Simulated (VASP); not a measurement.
# PbS (Pm-3m) in VASP: notebook

Aim: see how the results for PbS move with the level of theory and the settings. Levels: r2SCAN+D4, r2SCAN+rVV10, r2SCAN, BLYP+D3(BJ), PBE. Tasks: relaxation of cell and atoms, single point.

Everything below comes from runs of VASP 6.6.1. Logs are shortened: lines on timing, memory, paths and dates and some standing lists are left out, and cuts for length are marked.

## (1) The cell of the first run

The structure is cubic, space group Pm-3m (No. 221). Conventional cell: a = 3.654 Å, b = 3.654 Å, c = 3.654 Å, α = 90.00°, β = 90.00°, γ = 90.00°. Within 4.2 Å of Pb (site symmetry m-3m) lie 8 S at 3.16 Å and 6 Pb at 3.65 Å. S (site symmetry m-3m) has 8 Pb at 3.16 Å and 6 S at 3.65 Å within 4.2 Å.

## (2) Relaxation of cell and atoms, r2SCAN+D4

The input, POSCAR:

```
PbS
1.0
    3.6536590000      0.0000000000      0.0000000000
    0.0000000000      3.6536590000      0.0000000000
    0.0000000000      0.0000000000      3.6536590000
Pb S
1 1
Direct
    0.0000000000      0.0000000000      0.0000000000
    0.5000000000      0.5000000000      0.5000000000
```

The input, INCAR.step1:

```
PREC     = Accurate       # precision mode
ENCUT    = 600            # plane-wave cutoff, eV
ISMEAR   = -1             # smearing method
SIGMA    = 0.05           # smearing width, eV
LREAL    = F              # projectors in reciprocal space
LASPH    = T              # aspherical terms in the spheres
NELM     = 80             # most SCF steps
GGA      = PE             # functional
ALGO     = Normal         # electronic algorithm
EDIFF    = 1E-4           # SCF threshold, eV
LWAVE    = T              # write WAVECAR
LCHARG   = F              # write CHGCAR
```

The input, INCAR.step2:

```
PREC     = Accurate       # precision mode
ENCUT    = 600            # plane-wave cutoff, eV
EDIFF    = 1E-7           # SCF threshold, eV
ISMEAR   = -1             # smearing method
SIGMA    = 0.05           # smearing width, eV
LREAL    = F              # projectors in reciprocal space
LASPH    = T              # aspherical terms in the spheres
NELM     = 80             # most SCF steps
ALGO     = Normal         # electronic algorithm
ISIF     = 3              # what is computed and relaxed
LWAVE    = F              # write WAVECAR
LCHARG   = F              # write CHGCAR
METAGGA  = R2SCAN         # meta-GGA
LMIXTAU  = T            
IVDW     = 13             # dispersion correction
VDW_S6   = 1.0          
VDW_S8   = 0.6018749    
VDW_A1   = 0.51559235   
VDW_A2   = 5.77342911   
IBRION   = 2              # ionic algorithm
NSW      = 60             # ionic steps
EDIFFG   = -0.01          # ionic threshold
ISTART   = 1
```

The input, KPOINTS:

```
Automatic mesh
0
Gamma
  7 7 7
```

Potentials or basis: VASP PAW PBE potentials, release 64 (Pb_d, S).

Command:

```bash
$ cat potpaw_PBE.64/Pb_d/POTCAR potpaw_PBE.64/S/POTCAR > POTCAR
$ cp INCAR.step1 INCAR
$ mpirun -np 1 vasp_std > vasp.out
$ cp INCAR.step2 INCAR
$ mpirun -np 1 vasp_std > vasp.out
```

OUTCAR:

```text
PREC = Accurate
   ENCUT = 600
   EDIFF = 1E-7
   ISMEAR = -1
   LREAL = F
   LASPH = T
   NELM = 80
   ISIF = 3
   METAGGA = R2SCAN
   IVDW = 13
   IBRION = 2
   NSW = 60
   EDIFFG = -0.01
   ISTART = 1

 ion  position               nearest neighbor table
   1  0.000  0.000  0.000-   2 3.16   2 3.16   2 3.16   2 3.16   2 3.16   2 3.16   2 3.16   2 3.16

   2  0.500  0.500  0.500-   1 3.16   1 3.16   1 3.16   1 3.16   1 3.16   1 3.16   1 3.16   1 3.16

  LATTYP: Found a simple cubic cell.
 ALAT       =     3.6536590000

  Lattice vectors:

 A1 = (   3.6536590000,   0.0000000000,   0.0000000000)
 A2 = (   0.0000000000,   3.6536590000,   0.0000000000)
 A3 = (   0.0000000000,   0.0000000000,   3.6536590000)

Analysis of symmetry for initial positions (statically):
=====================================================================
 Subroutine PRICEL returns:
 Original cell was already a primitive cell.

 Routine SETGRP: Setting up the symmetry group for a
 simple cubic supercell.

 Subroutine GETGRP returns: Found 48 space group operations
 (whereof 48 operations were pure point group operations)
 out of a pool of 48 trial point group operations.

The static configuration has the point symmetry O_h .

Analysis of symmetry for dynamics (positions and initial velocities):
=====================================================================
 Subroutine PRICEL returns:
 Original cell was already a primitive cell.

 Routine SETGRP: Setting up the symmetry group for a
 simple cubic supercell.

 Subroutine GETGRP returns: Found 48 space group operations
 (whereof 48 operations were pure point group operations)
 out of a pool of 48 trial point group operations.

The dynamic configuration has the point symmetry O_h .

 Subroutine INISYM returns: Found 48 space group operations
 (whereof 48 operations are pure point group operations),
 and found     1 'primitive' translations

----------------------------------------------------------------------------------------

                                     Primitive cell

  volume of cell :      48.7735

  direct lattice vectors                    reciprocal lattice vectors
     3.653659000  0.000000000  0.000000000     0.273698230  0.000000000  0.000000000
     0.000000000  3.653659000  0.000000000     0.000000000  0.273698230  0.000000000
     0.000000000  0.000000000  3.653659000     0.000000000  0.000000000  0.273698230

  length of vectors
     3.653659000  3.653659000  3.653659000     0.273698230  0.273698230  0.273698230

  position of ions in fractional coordinates (direct lattice)
     0.000000000  0.000000000  0.000000000
     0.500000000  0.500000000  0.500000000

  ion indices of the primitive-cell ions
   primitive index   ion index
                 1           1
                 2           2

----------------------------------------------------------------------------------------

 KPOINTS: Automatic mesh

Automatic generation of k-mesh.
 Grid dimensions read from file:
 generate k-points for:    7    7    7

 Generating k-lattice:

  Cartesian coordinates                     Fractional coordinates (reciprocal lattice)
     0.039099747  0.000000000  0.000000000     0.142857143  0.000000000  0.000000000
     0.000000000  0.039099747  0.000000000     0.000000000  0.142857143  0.000000000
     0.000000000  0.000000000  0.039099747     0.000000000  0.000000000  0.142857143

  Length of vectors
     0.039099747  0.039099747  0.039099747

  Shift w.r.t. Gamma in fractional coordinates (k-lattice)
     0.000000000  0.000000000  0.000000000

 Subroutine IBZKPT returns following result:
 ===========================================

 Found     20 irreducible k-points:

 Following reciprocal coordinates:
            Coordinates               Weight
  0.000000  0.000000  0.000000      1.000000
  0.142857  0.000000  0.000000      6.000000
  0.285714  0.000000  0.000000      6.000000
  0.428571  0.000000  0.000000      6.000000
  0.142857  0.142857  0.000000     12.000000
  0.285714  0.142857  0.000000     24.000000
[... 12 lines left out ...]
  0.428571  0.428571  0.285714     24.000000
  0.428571  0.428571  0.428571      8.000000
   k-points           NKPTS =     20   k-points in BZ     NKDIM =     20   number of bands    NBANDS=     14
   number of dos      NEDOS =    301   number of ions     NIONS =      2
   total plane-waves  NPLWV =  27000
   dimension x,y,z NGX =    30 NGY =   30 NGZ =   30
   dimension x,y,z NGXF=    60 NGYF=   60 NGZF=   60
   ions per type =               1   1
   NGX,Y,Z   is equivalent  to a cutoff of  13.65, 13.65, 13.65 a.u.
   NGXF,Y,Z  is equivalent  to a cutoff of  27.30, 27.30, 27.30 a.u.
 SYSTEM =  unknown system
   PREC   = accura    normal or accurate (medium, high low for compatibility)
   ISTART =      1    job   : 0-new  1-cont  2-samecut
   ICHARG =      0    charge: 1-file 2-atom 10-const
   ISPIN  =      1    spin polarized calculation?
   LNONCOLLINEAR =      F non collinear calculations
   LSORBIT =      F    spin-orbit coupling
   LASPH  =      T    aspherical Exc in radial PAW
   ENCUT  =  600.0 eV  44.10 Ry    6.64 a.u.   7.30  7.30  7.30*2*pi/ulx,y,z
   NELM   =     80;   NELMIN=  2; NELMDL=  0     # of ELM steps
   EDIFF  = 0.1E-06   stopping-criterion for ELM
   LREAL  =      F    real-space projection
   EDIFFG = -.1E-01   stopping-criterion for IOM
   NSW    =     60    number of steps for IOM
   IBRION =      2    ionic relax: 0-MD 1-quasi-New 2-CG
   NFREE  =      1    steps in history (QN), initial steepest desc. (CG)
   ISIF   =      3    stress and relaxation
   ISYM   =      2    0-nonsym 1-usesym 2-fastsym
   POTIM  = 0.5000    time-step for ionic-motion
   TEBEG  =    0.0;   TEEND  =   0.0 temperature during run
   PSTRESS=    0.0 pullay stress
   NELECT =      20.0000    total number of electrons
   NUPDOWN=      -1.0000    fix difference up-down
   EMIN   =  10.00;   EMAX   =-10.00  energy-range for DOS
   EFERMI =   0.00;   METHOD = LEGACY
   ISMEAR =    -1;   SIGMA  =   0.05  broadening in eV -4-tet -1-fermi 0-gaus
   EFERMI_NEDOS =   21; number of points for ismear=-14 and -15
   IALGO  =     38    algorithm
   IMIX   =      4    mixing-type and parameters
     AMIX     =   0.40;   BMIX     =  1.00
     AMIX_MAG =   1.60;   BMIX_MAG =  1.00
  volume/ion in A,a.u.               =      24.39       164.57
  Fermi-wavevector in a.u.,A,eV,Ry     =   1.216252  2.298383 20.126668  1.479268
  Thomas-Fermi vector in A             =   2.351612
   LORBIT       =      0    0 simple, 1 ext, 2 COOP (PROOUT), +10 PAW based schemes
   METAGGA = R2SCAN    functional components
   LHFCALC =     F    Hartree Fock is set to
   AEXX    =    0.0000 exact exchange contribution
   IVDW    =    13    specifies the selected vdW correction
   LEPSILON=     F    determine dielectric tensor
   LRPA    =     F    only Hartree local field effects (RPA)
 conjugate gradient relaxation of ions
 non-spin polarized calculation
  energy-cutoff  :      600.00
  volume of cell :       48.77
 maximum number of plane-waves:      1647
 NGX is ok and might be reduce to    30
   NGX = 15   NGY = 15   NGZ = 15

--------------------------------------- Ionic step        1  -------------------------------------------

 number of electron      19.9999998 magnetization

 Free energy of the ion-electron system (eV)
  ---------------------------------------------------
  ext. energy  EPLUGINS =         0.00000000
  ---------------------------------------------------
  free energy    TOTEN  =       -65.07983769 eV

  energy without entropy =      -65.07779937  energy(sigma->0) =      -65.07881853

------------------------ aborting loop because EDIFF is reached ----------------------------------------

  DFT-D4 for vdW energy calculation

  Edisp (eV):   -0.27810

  FORCE on cell =-STRESS in cart. coord.  units (eV):
  Direction    XX          YY          ZZ          XY          YZ          ZX
  --------------------------------------------------------------------------------------
  -------------------------------------------------------------------------------------
  Total      -0.45054    -0.45054    -0.45054     0.00000    -0.00000     0.00000
  in kB     -14.79986   -14.79986   -14.79986     0.00000    -0.00000     0.00000
  external pressure =      -14.80 kB  Pullay stress =        0.00 kB

 VOLUME and BASIS-vectors are now :
 -----------------------------------------------------------------------------
  energy-cutoff  :      600.00
  volume of cell :       48.77
      direct lattice vectors                 reciprocal lattice vectors
     3.653659000  0.000000000  0.000000000     0.273698230  0.000000000  0.000000000
     0.000000000  3.653659000  0.000000000     0.000000000  0.273698230  0.000000000
     0.000000000  0.000000000  3.653659000     0.000000000  0.000000000  0.273698230
[... 41 lines left out ...]
 POSITION                                       TOTAL-FORCE (eV/Angst)
 -----------------------------------------------------------------------------------
      0.00000      0.00000      0.00000         0.000000     -0.000000      0.000000
      1.80698      1.80698      1.80698         0.000000      0.000000      0.000000
 -----------------------------------------------------------------------------------
    total drift:                                0.000000     -0.000000     -0.000000

  FREE ENERGIE OF THE ION-ELECTRON SYSTEM (eV)
  ---------------------------------------------------
  free  energy   TOTEN  =       -65.3628301450 eV

  energy  without entropy=      -65.3588339744  energy(sigma->0) =      -65.36083206

--------------------------------------- Ionic step        3  -------------------------------------------

 number of electron      20.0000004 magnetization

 Free energy of the ion-electron system (eV)
  ---------------------------------------------------
  ext. energy  EPLUGINS =         0.00000000
  ---------------------------------------------------
  free energy    TOTEN  =       -65.07951525 eV

  energy without entropy =      -65.07612399  energy(sigma->0) =      -65.07781962

 E-fermi :   6.2835     XC(G=0): -10.8314

 val. band max:        6.1335562516   @ k =   0.2857   0.1429   0.1429
 cond. band min:       6.3950237230   @ k =   0.4286   0.4286   0.4286
 fundamental gap:      0.2614674713
 Fermi energy:         6.2834619567

 k-point     1 :       0.0000    0.0000    0.0000
  band No.  band energies     occupation
      1     -11.3231      2.00000
      2     -11.3231      2.00000
      3     -11.0933      2.00000
      4     -11.0933      2.00000
      5     -11.0933      2.00000
      6      -7.5707      2.00000
      7      -0.5152      2.00000
      8       4.5345      2.00000
      9       4.5345      2.00000
     10       4.5345      2.00000
     11      12.2370      0.00000
     12      12.2370      0.00000
     13      13.3740      0.00000
     14      13.3740      0.00000

 k-point     2 :       0.1429    0.0000    0.0000
  band No.  band energies     occupation
      1     -11.3211      2.00000
      2     -11.2914      2.00000
      3     -11.1054      2.00000
      4     -11.1054      2.00000
      5     -11.0921      2.00000
      6      -7.3884      2.00000
      7      -0.9343      2.00000
      8       4.5663      2.00000
      9       4.7117      2.00000
     10       4.7117      2.00000
[... 334 lines left out ...]
 POSITION                                       TOTAL-FORCE (eV/Angst)
 -----------------------------------------------------------------------------------
      0.00000      0.00000      0.00000         0.000000     -0.000000      0.000000
      1.81201      1.81201      1.81201         0.000000      0.000000      0.000000
 -----------------------------------------------------------------------------------
    total drift:                                0.000000     -0.000000     -0.000000

  FREE ENERGIE OF THE ION-ELECTRON SYSTEM (eV)
  ---------------------------------------------------
  free  energy   TOTEN  =       -65.3634791375 eV

  energy  without entropy=      -65.3600878820  energy(sigma->0) =      -65.36178351

 reached required accuracy - stopping structural energy minimisation
```

Wall time 2.9 min (1 thread of Intel Xeon 6975P-C (Granite Rapids), shared host); peak memory 0.19 GiB.

What came out:

```yaml
Free_energy: -65.3635 eV
Relaxed_volume: 23.80 Å³/atom
Relaxed_cell: a = 3.624 Å, b = 3.624 Å, c = 3.624 Å, α = 90.00°, β = 90.00°, γ = 90.00°
Space_group_after_relaxing_to_0.05_Å: Pm-3m (No. 221)
Energy_gained_by_relaxing: 2.8 meV/atom
Ionic_steps: 3
Pressure_after_relaxing: 0.0 GPa
Band_gap_on_the_k_mesh: 0.26 eV, indirect (least direct gap 1.68 eV)
Dispersion_energy_per_atom: -0.142 eV
```

Step by step:
| step | energy change (eV) | largest force (eV/Å) | pressure (GPa) | volume (Å³) |
| --- | --- | --- | --- | --- |
| 1 | 0.0000 | 0.0000 | -1.48 | 48.77 |
| 2 | -0.0049 | 0.0000 | 0.54 | 47.20 |
| 3 | -0.0055 | 0.0000 | 0.00 | 47.60 |

Final structure:
```cif
data_structure
_symmetry_space_group_name_H-M 'P 1'
_symmetry_Int_Tables_number 1
_cell_length_a 3.6240
_cell_length_b 3.6240
_cell_length_c 3.6240
_cell_angle_alpha 90.000
_cell_angle_beta 90.000
_cell_angle_gamma 90.000
_cell_volume 47.60
loop_
_atom_site_label
_atom_site_type_symbol
_atom_site_fract_x
_atom_site_fract_y
_atom_site_fract_z
_atom_site_occupancy
Pb1 Pb 0.00000 0.00000 0.00000 1
S1 S 0.50000 0.50000 0.50000 1
```

Caveat: the PAW data sets were made with another functional, which shifts forces and pressure a little; spin-orbit coupling is left out, which moves the levels of the heavy elements. A k mesh can miss the band edges.

## (3) Relaxation of cell and atoms, r2SCAN+rVV10

POSCAR is that of step 2.

The input, INCAR.step1:

```
PREC = Accurate ; ENCUT = 600
ISMEAR = -1 ; SIGMA = 0.05
LREAL = F ; LASPH = T
NELM = 80 ; GGA = PE
ALGO = Normal ; EDIFF = 1E-4
LWAVE = T ; LCHARG = F
```

The input, INCAR.step2:

```
PREC = Accurate ; ENCUT = 600
EDIFF = 1E-6 ; ISMEAR = -1
SIGMA = 0.05 ; LREAL = F
LASPH = T ; NELM = 80
ALGO = Normal ; ISIF = 3
LWAVE = F ; LCHARG = F
METAGGA = R2SCAN ; LMIXTAU = T
LUSE_VDW = T ; IVDW_NL = 2
BPARAM = 11.95 ; CPARAM = 0.0093
IBRION = 2 ; NSW = 60
EDIFFG = -0.01 ; ISTART = 1
```

KPOINTS is that of step 2.

Potentials or basis: VASP PAW PBE potentials, release 64 (Pb_d, S).

Command:

```bash
$ cat potpaw_PBE.64/Pb_d/POTCAR potpaw_PBE.64/S/POTCAR > POTCAR
$ cp INCAR.step1 INCAR
$ mpirun -np 1 vasp_std > vasp.out
$ cp INCAR.step2 INCAR
$ mpirun -np 1 vasp_std > vasp.out
```

Run time: 4 min. Hardware: 1 thread of Intel Xeon 6975P-C (Granite Rapids), shared host; peak memory 0.3 GiB.

Results (log left out):

```
Free energy                            : -64.6199 eV
Relaxed volume                         : 23.73 Å³/atom
Relaxed cell                           : a = 3.620 Å, b = 3.620 Å, c = 3.620 Å, α = 90.00°, β = 90.00°, γ = 90.00°
Space group after relaxing (to 0.05 Å) : Pm-3m (No. 221)
Energy gained by relaxing              : 3.5 meV/atom
Ionic steps                            : 3
Pressure after relaxing                : 0.0 GPa
Band gap on the k mesh                 : 0.23 eV, indirect (least direct gap 1.67 eV)
```

The path:
| step | energy change (eV) | largest force (eV/Å) | pressure (GPa) | volume (Å³) |
| --- | --- | --- | --- | --- |
| 1 | 0.0000 | 0.0000 | -1.63 | 48.77 |
| 2 | -0.0062 | 0.0000 | 0.57 | 47.05 |
| 3 | -0.0069 | 0.0000 | 0.02 | 47.46 |

Final structure:
```cif
data_structure
_symmetry_space_group_name_H-M 'P 1'
_symmetry_Int_Tables_number 1
_cell_length_a 3.6205
_cell_length_b 3.6205
_cell_length_c 3.6205
_cell_angle_alpha 90.000
_cell_angle_beta 90.000
_cell_angle_gamma 90.000
_cell_volume 47.46
loop_
_atom_site_label
_atom_site_type_symbol
_atom_site_fract_x
_atom_site_fract_y
_atom_site_fract_z
_atom_site_occupancy
Pb1 Pb 0.00000 0.00000 0.00000 1
S1 S 0.50000 0.50000 0.50000 1
```

Levels at points of the mesh, in eV from the valence-band top:
| k point | band 7 | band 8 | band 9 | band 10 | band 11 | band 12 | band 13 | band 14 |
| --- | --- | --- | --- | --- | --- | --- | --- | --- |
| (0.00, 0.00, 0.00) | -6.64 | -1.62 | -1.62 | -1.62 | 6.06 | 6.06 | 7.26 | 7.26 |

Caveat: the PAW data sets were made with another functional, which shifts forces and pressure a little; spin-orbit coupling is left out, which moves the levels of the heavy elements. A k mesh can miss the band edges.

## (4) Single point, r2SCAN, non-collinear spin, zero start, spin-orbit coupling

POSCAR is that of step 3.

The input, INCAR.step1:

```
SYSTEM = PbS
PREC = Accurate
ENCUT = 520
ISMEAR = -1
SIGMA = 0.05
LREAL = .FALSE.
LASPH = .TRUE.
NELM = 150
LNONCOLLINEAR = .TRUE.
MAGMOM = 0 0 0 0 0 0
LSORBIT = .TRUE.
GGA_COMPAT = .FALSE.
NBANDS = 32
GGA = PE
ALGO = Normal
EDIFF = 1E-4
LWAVE = .TRUE.
LCHARG = .FALSE.
```

The input, INCAR.step2:

```
SYSTEM = PbS
PREC = Accurate
ENCUT = 520
EDIFF = 1E-6
ISMEAR = -1
SIGMA = 0.05
LREAL = .FALSE.
LASPH = .TRUE.
NELM = 150
ALGO = Normal
ISIF = 2
LWAVE = .FALSE.
LCHARG = .TRUE.
LNONCOLLINEAR = .TRUE.
MAGMOM = 0 0 0 0 0 0
LORBIT = 11
LSORBIT = .TRUE.
GGA_COMPAT = .FALSE.
LORBMOM = .TRUE.
METAGGA = R2SCAN
LMIXTAU = .TRUE.
LVHAR = .TRUE.
NBANDS = 32
ISTART = 1
```

The input, KPOINTS:

```
regular mesh
0
G
  7 7 7
  0 0 0
```

Command:

```bash
$ cat potpaw_PBE.64/Pb_d/POTCAR potpaw_PBE.64/S/POTCAR > POTCAR
$ cp INCAR.step1 INCAR
$ mpirun -np 1 vasp_ncl > vasp.out
$ cp INCAR.step2 INCAR
$ mpirun -np 1 vasp_ncl > vasp.out
```

Wall time 4.6 min (1 thread of Intel Xeon 6975P-C (Granite Rapids), shared host); peak memory 0.31 GiB.

It converged, with:

```
Free energy                                           : -65.4551 eV
Pressure                                              : -1.2 GPa
Net moment                                            : 0.00 μB per cell
Valence electrons inside the program's atomic spheres : Pb 11.78; S 3.68
```

Moments on the atoms (μB; x, y, z):
```
Pb  0.00 0.00 0.00
S   0.00 0.00 0.00
```

Caveat: the PAW data sets were made with another functional, which shifts forces and pressure a little.

[end of part 1 of 2]
